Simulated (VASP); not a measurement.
Set up this calculation in VASP 6.6.1, as the native input.

```yaml
Task: single point
Functional: RPBE
Dispersion: D3(BJ)
Potentials_or_basis: VASP PAW PBE potentials, release 64 (Ga_d)
Cutoff: 520 eV
k_mesh: 10 × 10 × 10
Occupations: fermi-dirac, width 0.05 eV
Spin: no spin polarisation
Dipole_correction: no
Further_INCAR_settings: ALGO = Normal; EDIFF = 1e-07; NBANDS = 12
```

The structure of Ga lies in POSCAR:

```
Ga
1.0
    2.5063351905      0.0000000000      0.0000000000
    0.0000000000      2.5063351905      0.0000000000
    0.0000000000      0.0000000000      2.5063351905
Ga
1
Direct
    0.0000000000      0.0000000000      0.0000000000
```

One way to write it, as run:

INCAR

```
PREC     = Accurate       # precision mode
ENCUT    = 520            # plane-wave cutoff, eV
EDIFF    = 1E-7           # SCF threshold, eV
ISMEAR   = -1             # smearing method
SIGMA    = 0.05           # smearing width, eV
LREAL    = False          # projectors in reciprocal space
LASPH    = True           # aspherical terms in the spheres
NELM     = 80             # most SCF steps
ALGO     = Normal         # electronic algorithm
ISIF     = 2              # what is computed and relaxed
LWAVE    = False          # write WAVECAR
LCHARG   = False          # write CHGCAR
GGA      = RP             # functional
IVDW     = 12             # dispersion correction
NBANDS   = 12             # bands
```

KPOINTS

```
Automatic mesh
0
Gamma
  10 10 10
```

Potentials or basis: VASP PAW PBE potentials, release 64 (Ga_d).

Run with:

```console
$ cat potpaw_PBE.64/Ga_d/POTCAR > POTCAR
$ mpirun -np 1 vasp_std > vasp.out
```

Results of the run:

The pressure is 0.3 GPa. The dispersion energy per atom is -2.004 eV.

Caveat: the PAW data sets were made with another functional, which shifts forces and pressure a little; pairwise dispersion overbinds metals, which lowers pressure and volume.

Wall time 3.9 s on 1 thread of Intel(R) Xeon(R) 6975P-C (Granite Rapids), with other jobs on the host, peak memory 0.13 GiB.
